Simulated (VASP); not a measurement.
Runs of VASP 6.6.1 on Mo. It takes space group Im-3m (No. 229, cubic). Conventional cell: a = 3.153 Å, b = 3.153 Å, c = 3.153 Å, α = 90.00°, β = 90.00°, γ = 90.00°. Mo (site symmetry m-3m) has 14 Mo at 2.73 to 3.15 Å within 3.6 Å. 

```csv
smearing,gap on the mesh (eV),pressure (GPa)
methfessel-paxton 0.1 eV,none,1.3
gaussian 0.6 eV,none,1.0
gaussian 0.3 eV,none,1.0
gaussian 0.03 eV,none,1.3
gaussian 0.01 eV,none,1.3
gaussian 0.2 eV,none,1.2
gaussian 1 eV,none,(a)
fermi-dirac 1 eV,none,18.9
```

Alike in all rows: task single point; level r2SCAN; potentials or basis VASP PAW PBE potentials, release 64 (Mo_sv); no spin polarisation; cell as given; k mesh 14 × 14 × 14; cutoff (eV) 520.

**Question.** Fill in the values left out.

**Answer.** (a) 1.9.

Caveats: the PAW data sets were made with another functional, which shifts forces and pressure a little; so wide a smearing shifts energies and pressures (at least some runs); the cell stands under pressure (at least some runs).

A k mesh can miss the band edges, and the runs leave out spin-orbit coupling on Mo.

A gap of «none» marks levels without a gap at the run's occupations.
